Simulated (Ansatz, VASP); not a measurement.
# One calculation of Rh, two programs

```xyz
1
Lattice="0.0000 1.9966 1.9966 1.9966 0.0000 1.9966 1.9966 1.9966 0.0000" Properties=species:S:1:pos:R:3 pbc="T T T"
Rh    0.0000    0.0000    0.0000
```

Change from the starting cell: strain +0.050 along x and y, +0.050 along z, atoms carried along.

Alike in both runs: task single point; functional PBE; k mesh 22 × 22 × 22; occupations gaussian, width 0.15 eV; no spin polarisation.

|  | VASP | Ansatz |
| --- | --- | --- |
| version | VASP 6.6.1 | Ansatz 0.2.0 |
| potentials or method | VASP PAW PBE potentials, release 64 (Rh_pv), cutoff 520 eV | scalar-relativistic, plane waves, PAW |
| valence electrons in the cell | 15 | 17 |

```tsv
	VASP	Ansatz	Ansatz less VASP
gap on the k mesh at the Fermi level (eV)	none	none	-
pressure (GPa)	-23.1	-23.1	+0.01
```

A gap of «none» marks a metal or a gap that the smearing closes. VASP's potentials hold 15 valence electrons a cell and Ansatz's 17, so a difference there can come from the potentials and not from the codes.
